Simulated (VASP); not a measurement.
# BaSi2C2 (Cmmm) in VASP: a series of runs, part 2 of 2

VASP 6.6.1.

**3. Single point, PBE**

This run uses another cell than the first one, of 19.76 Å³/atom.

The input, INCAR:

```
SYSTEM = BaSi2C2
PREC = Accurate ; ENCUT = 520
EDIFF = 1E-7 ; ISMEAR = 0
SIGMA = 0.1 ; LREAL = .False.
LASPH = .True. ; NELM = 60
ALGO = Normal ; ISIF = 2
LWAVE = .False. ; LCHARG = .True.
GGA = PE ; LELF = .True.
LVHAR = .True. ; NBANDS = 21
```

The input, KPOINTS:

```
Automatic mesh
0
Gamma
  8 8 10
  0 0 0
```

The input, POSCAR:

```
BaSi2C2
1.0
    3.0809259975     -3.9737401245      0.0000000000
    3.0809259975      3.9737401245      0.0000000000
    0.0000000000      0.0000000000      4.0340805325
Ba Si C
1 2 2
Direct
    0.5000000000      0.5000000000      0.0000000000
    0.1464432641      0.8535567359      0.5000000000
    0.8535567359      0.1464432641      0.5000000000
    0.0000000000      0.5000000000      0.5000000000
    0.5000000000      0.0000000000      0.5000000000
```

Potentials or basis: VASP PAW PBE potentials, release 64 (Ba_sv, Si, C).

Started as:

```sh
> cat potpaw_PBE.64/Ba_sv/POTCAR potpaw_PBE.64/Si/POTCAR potpaw_PBE.64/C/POTCAR > POTCAR
> mpirun -np 1 vasp_std > vasp.out
```

It took 7.2 min on 1 thread of Intel Xeon 8259CL, shared host; peak memory 0.4 GiB.

The run converged. Its results:

* Free energy: -29.9673 eV
* Pressure: 0.4 GPa
* Largest force: 0.037 eV/Å
* Band gap on the k mesh: zero (bands 13 and 14 overlap by 0.91 eV)

Forces in eV/Å, atoms in the order of the input:
```
Ba   0.000  0.000  0.000
Si   0.000  0.037  0.000
Si   0.000 -0.037  0.000
C    0.000  0.000  0.000
C    0.000  0.000  0.000
```

Stress tensor (GPa, compression positive):
```
0.24 0.00 0.00
0.00 0.36 0.00
0.00 0.00 0.52
```

Levels at points of the mesh, in eV from the Fermi level:
| k point | band 10 | band 11 | band 12 | band 13 | band 14 | band 15 | band 16 | band 17 |
| --- | --- | --- | --- | --- | --- | --- | --- | --- |
| (0.00, 0.00, 0.00) | -2.29 | -1.40 | -0.13 | 0.01 | 1.26 | 2.70 | 3.14 | 3.58 |
| (0.50, 0.00, 0.00) | -2.03 | -1.98 | -1.13 | -0.11 | 2.20 | 2.89 | 3.12 | 3.79 |
| (0.50, 0.50, 0.00) | -2.23 | -0.49 | -0.30 | 0.21 | 0.70 | 2.15 | 3.03 | 3.57 |
| (0.00, 0.00, 0.50) | -4.50 | -2.21 | -1.59 | -0.89 | 0.94 | 1.76 | 5.04 | 5.29 |
| (0.50, 0.00, 0.50) | -3.09 | -3.04 | -1.04 | -0.58 | 1.16 | 2.24 | 4.18 | 4.45 |
| (0.50, 0.50, 0.50) | -2.82 | -2.31 | -0.92 | 0.50 | 0.65 | 2.80 | 3.29 | 4.13 |

Caveat: spin-orbit coupling is left out, which moves the levels of the heavy elements.

**4. Single point, PBE, collinear spin**

This run uses another cell than the first one, of 15.38 Å³/atom.

The input, INCAR:

```
PREC     = Accurate       # precision mode
ENCUT    = 520            # plane-wave cutoff, eV
EDIFF    = 1E-7           # SCF threshold, eV
ISMEAR   = 0              # smearing method
SIGMA    = 0.1            # smearing width, eV
LREAL    = F              # projectors in reciprocal space
LASPH    = T              # aspherical terms in the spheres
NELM     = 150            # most SCF steps
ALGO     = Normal         # electronic algorithm
ISIF     = 2              # what is computed and relaxed
LWAVE    = F              # write WAVECAR
LCHARG   = F              # write CHGCAR
ISPIN    = 2              # spin polarisation
MAGMOM   = 0 0 0 1 1      # initial moments
LORBIT   = 11             # projections on sites
GGA      = PE             # functional
NBANDS   = 25             # bands
```

The input, KPOINTS:

```
regular mesh
0
Gamma
  4 4 6
```

The input, POSCAR:

```
BaSi2C2
1.0
    3.1392987100     -3.5244028000      0.0000000000
    3.1392987100      3.5244028000      0.0000000000
    0.0000000000      0.0000000000      3.4754883600
Ba Si C
1 2 2
Direct
    0.5000000000      0.5000000000      0.0000000000
    0.1343689400      0.8656310600      0.5000000000
    0.8656310600      0.1343689400      0.5000000000
    0.0000000000      0.5000000000      0.5000000000
    0.5000000000      0.0000000000      0.5000000000
```

Started as:

```sh
> cat potpaw_PBE.64/Ba_sv/POTCAR potpaw_PBE.64/Si/POTCAR potpaw_PBE.64/C/POTCAR > POTCAR
> mpirun -np 1 vasp_std > vasp.out
```

Wall time 3 min (1 thread of Intel Xeon 8259CL, shared host); peak memory 0.26 GiB.

Results (log left out):

```yaml
Free_energy: -27.2992 eV
Pressure: 25.2 GPa
Largest_force: 8.479 eV/Å
Band_gap_on_the_k_mesh: zero (filled and empty bands overlap)
Net_moment: 0.00 μB per cell
Valence_electrons_inside_the_program's_atomic_spheres: Ba 8.12; Si 1.89; C 2.45
```

Forces in eV/Å, atoms in the order of the input:
```
Ba   0.000  0.000  0.000
Si   0.000 -8.479  0.000
Si   0.000  8.479  0.000
C    0.000  0.000  0.000
C    0.000  0.000  0.000
```

Stress tensor (GPa, compression positive):
```
-1.99  0.00  0.00
 0.00 59.12  0.00
 0.00  0.00 18.56
```

Levels at points of the mesh, in eV from the Fermi level:
Spin up:
```tsv
k point	band 9	band 10	band 11	band 12	band 13	band 14	band 15	band 16	band 17	band 18
(0.00, 0.00, 0.00)	-4.96	-1.49	-0.34	-0.13	0.54	1.08	2.25	3.79	4.63	4.86
(0.50, 0.00, 0.00)	-3.25	-2.13	-1.53	-0.21	0.18	2.00	3.30	3.71	4.14	5.10
(0.50, 0.50, 0.00)	-3.46	-1.42	-0.52	-0.19	-0.15	1.14	2.80	2.99	3.19	4.08
(0.00, 0.00, 0.50)	-5.22	-4.95	-2.27	-1.81	-1.69	1.23	1.52	4.55	5.00	5.83
(0.50, 0.00, 0.50)	-4.11	-3.64	-3.45	-0.90	-0.62	0.63	1.53	5.27	5.33	5.62
(0.50, 0.50, 0.50)	-3.36	-3.26	-2.29	-1.09	0.69	0.72	3.44	3.79	4.62	5.38
```
Spin down:
```tsv
k point	band 11	band 12	band 13	band 14	band 15	band 16
(0.00, 0.00, 0.00)	-0.34	-0.13	0.54	1.08	2.25	3.79
(0.50, 0.00, 0.00)	-1.53	-0.21	0.19	2.00	3.30	3.71
(0.50, 0.50, 0.00)	-0.52	-0.19	-0.15	1.14	2.80	2.99
(0.00, 0.00, 0.50)	-2.27	-1.81	-1.69	1.23	1.52	4.55
(0.50, 0.00, 0.50)	-3.45	-0.90	-0.62	0.63	1.53	5.27
(0.50, 0.50, 0.50)	-2.29	-1.09	0.70	0.72	3.44	3.79
```

Caveat: the stress differs along the axes, from -2 to 59 GPa; spin-orbit coupling is left out, which moves the levels of the heavy elements; forces of over 1 eV/Å act on the atoms, so gaps and moduli don't describe the material at rest.

**5. Relaxation of cell and atoms, PBE**

The input, INCAR:

```
PREC     = Accurate       # precision mode
ENCUT    = 600            # plane-wave cutoff, eV
EDIFF    = 1E-7           # SCF threshold, eV
ISMEAR   = 0              # smearing method
SIGMA    = 0.1            # smearing width, eV
LREAL    = False          # projectors in reciprocal space
LASPH    = True           # aspherical terms in the spheres
NELM     = 100            # most SCF steps
ALGO     = Normal         # electronic algorithm
ISIF     = 3              # what is computed and relaxed
LWAVE    = False          # write WAVECAR
LCHARG   = False          # write CHGCAR
GGA      = PE             # functional
IBRION   = 2              # ionic algorithm
NSW      = 100            # ionic steps
EDIFFG   = -0.01          # ionic threshold
```

The input, KPOINTS:

```
regular mesh
0
Gamma
  8 8 10
```

The input, POSCAR:

```
BaSi2C2
1.0
    3.0818329564     -3.9698593764      0.0000000000
    3.0818329564      3.9698593764      0.0000000000
    0.0000000000      0.0000000000      4.0131416060
Ba Si C
1 2 2
Direct
    0.5000000000      0.5000000000      0.0000000000
    0.1467448941      0.8532551059      0.5000000000
    0.8532551059      0.1467448941      0.5000000000
    0.0000000000      0.5000000000      0.5000000000
    0.5000000000      0.0000000000      0.5000000000
```

Started as:

```sh
> cat potpaw_PBE.64/Ba_sv/POTCAR potpaw_PBE.64/Si/POTCAR potpaw_PBE.64/C/POTCAR > POTCAR
> mpirun -np 1 vasp_std > vasp.out
```

Run time: 28 min. Hardware: 1 thread of Intel Xeon 8259CL, shared host; peak memory 0.45 GiB.

It converged, with:

| Item | Value |
| --- | --- |
| Free energy | -29.9705 eV |
| Relaxed volume | 19.92 Å³/atom |
| Relaxed cell | a = 5.031 Å, b = 5.031 Å, c = 4.064 Å, α = 90.00°, β = 90.00°, γ = 104.50° |
| Space group after relaxing (to 0.1 Å) | Cmmm (No. 65) |
| Energy gained by relaxing | 0.8 meV/atom |
| Ionic steps | 8 |
| Pressure after relaxing | 0.0 GPa |
| Largest force after relaxing | 0.003 eV/Å |
| Band gap on the k mesh | zero (bands 13 and 14 overlap by 0.87 eV) |

Forces on the atoms (eV/Å):
```
Ba   0.000  0.000  0.000
Si   0.000 -0.003  0.000
Si   0.000  0.003  0.000
C    0.000  0.000  0.000
C    0.000  0.000  0.000
```

Step by step:
```csv
step,energy change (eV),largest force (eV/Å),pressure (GPa),volume (Å³)
1,0.0000,0.0898,0.58,98.20
2,-0.0018,0.0698,-0.32,99.21
3,-0.0019,0.0360,-0.13,98.99
4,-0.0035,0.0010,-0.02,99.38
5,-0.0035,0.0086,0.00,99.46
6,-0.0038,0.0162,0.01,99.51
7,-0.0038,0.0316,0.02,99.55
8,-0.0039,0.0030,0.03,99.59
```

Final structure:
```xyz
5
Lattice="3.0800 -3.9779 0.0000 3.0800 3.9779 0.0000 0.0000 0.0000 4.0644" Properties=species:S:1:pos:R:3 pbc="T T T"
Ba    3.0800    0.0000    0.0000
Si    3.0800    2.8147    2.0322
Si    3.0800   -2.8147    2.0322
C     4.6200   -1.9890    2.0322
C     1.5400   -1.9890    2.0322
```

Levels at points of the mesh, in eV from the Fermi level:
```tsv
k point	band 9	band 10	band 11	band 12	band 13	band 14	band 15	band 16	band 17
(0.00, 0.00, 0.00)	-4.43	-2.33	-1.41	-0.12	-0.01	1.25	2.65	3.12	3.56
(0.50, 0.00, 0.00)	-3.41	-2.07	-1.97	-1.17	-0.11	2.19	2.83	3.12	3.78
(0.50, 0.50, 0.00)	-3.64	-2.26	-0.52	-0.31	0.23	0.64	2.15	2.98	3.56
(0.00, 0.00, 0.50)	-4.52	-4.48	-2.20	-1.57	-0.87	0.96	1.76	5.04	5.26
(0.50, 0.00, 0.50)	-3.66	-3.08	-3.02	-1.05	-0.58	1.16	2.26	4.16	4.44
(0.50, 0.50, 0.50)	-3.57	-2.82	-2.29	-0.92	0.48	0.66	2.78	3.28	4.13
```

Caveat: spin-orbit coupling is left out, which moves the levels of the heavy elements.

**6. Overview**

| task | spin | cell | k mesh | cutoff (eV) | gap on the mesh (eV) | pressure (GPa) | moment (μB) | largest force (eV/Å) |
| --- | --- | --- | --- | --- | --- | --- | --- | --- |
| single point | collinear | a = 5.026, b = 5.026, c = 4.013 Å, angles 90.0, 90.0, 104.4°, 5 atoms, atomic positions A | 4 × 4 × 4 | 520 | none | 0.6 | 0.06 | 0.02 |
| single point | off | a = 5.028, b = 5.028, c = 4.034 Å, angles 90.0, 90.0, 104.4°, 5 atoms, atomic positions B | 8 × 8 × 10 | 520 | none | 0.4 | - | 0.04 |
| single point | collinear | a = 4.720, b = 4.720, c = 3.475 Å, angles 90.0, 90.0, 96.6°, 5 atoms, atomic positions C | 4 × 4 × 6 | 520 | none | 25.2 | 0.00 | 8.48 |
| relaxation of cell and atoms | off | relaxed from a = 5.026, b = 5.026, c = 4.013 Å, angles 90.0, 90.0, 104.4°, 5 atoms, atomic positions A | 8 × 8 × 10 | 600 | none | 0.0 | - | - |

Alike in all rows: level PBE; potentials or basis VASP PAW PBE potentials, release 64 (Ba_sv, Si, C); smearing gaussian 0.1 eV.

Caveats: some runs use coarse meshes; spin-orbit coupling is left out, which moves the levels of the heavy elements; the stress differs along the axes, from -2 to 59 GPa (at least some runs); forces of over 1 eV/Å act on the atoms, so gaps and moduli don't describe the material at rest (at least some runs).

Absolute energies hang on the potentials; compare differences alone.
